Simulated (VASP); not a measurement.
Input of a VASP 6.6.1 run:

Contents of POSCAR:

```
Au
1.0
    0.0000000000      1.9841350000      2.0455000000
    1.9841350000      0.0000000000      2.0455000000
    1.9841350000      1.9841350000      0.0000000000
Au
1
Direct
    0.0000000000      0.0000000000      0.0000000000
```

File INCAR.step1:

```
SYSTEM = Au
PREC = Accurate
ENCUT = 520
ISMEAR = 1
SIGMA = 0.4
LREAL = .FALSE.
LASPH = .TRUE.
NELM = 60
NBANDS = 12
GGA = PE
ALGO = Normal
EDIFF = 1E-4
LWAVE = .TRUE.
LCHARG = .FALSE.
```

The input INCAR.step2:

```
SYSTEM = Au
PREC = Accurate
ENCUT = 520
EDIFF = 1E-6
ISMEAR = 1
SIGMA = 0.4
LREAL = .FALSE.
LASPH = .TRUE.
NELM = 60
ALGO = Normal
ISIF = 2
LWAVE = .FALSE.
LCHARG = .FALSE.
METAGGA = R2SCAN
LMIXTAU = .TRUE.
NBANDS = 12
ISTART = 1
```

Contents of KPOINTS:

```
Automatic mesh
0
G
  20 20 20
  0 0 0
```

Potentials or basis: VASP PAW PBE potentials, release 64 (Au).

The run is started by

```console
$ cat potpaw_PBE.64/Au/POTCAR > POTCAR
$ cp INCAR.step1 INCAR
$ mpirun -np 1 vasp_std > vasp.out
$ cp INCAR.step2 INCAR
$ mpirun -np 1 vasp_std > vasp.out
```

**Question.** What does it give for the band gap on the k mesh?

**Answer.** Zero (an odd number of electrons rules out a gap without spin polarisation).

**Question.** What does it give for the pressure?

**Answer.** 17.4 GPa.

Stress tensor (GPa, compression positive):
```
17.90  0.00  0.00
 0.00 17.90  0.00
 0.00  0.00 16.53
```

Caveat: the cell differs from its parent crystal (strain -0.030 along x and y, +0.000 along z); the cell stands under pressure; the PAW data sets were made with another functional, which shifts forces and pressure a little; spin-orbit coupling is left out, which moves the levels of the heavy elements.
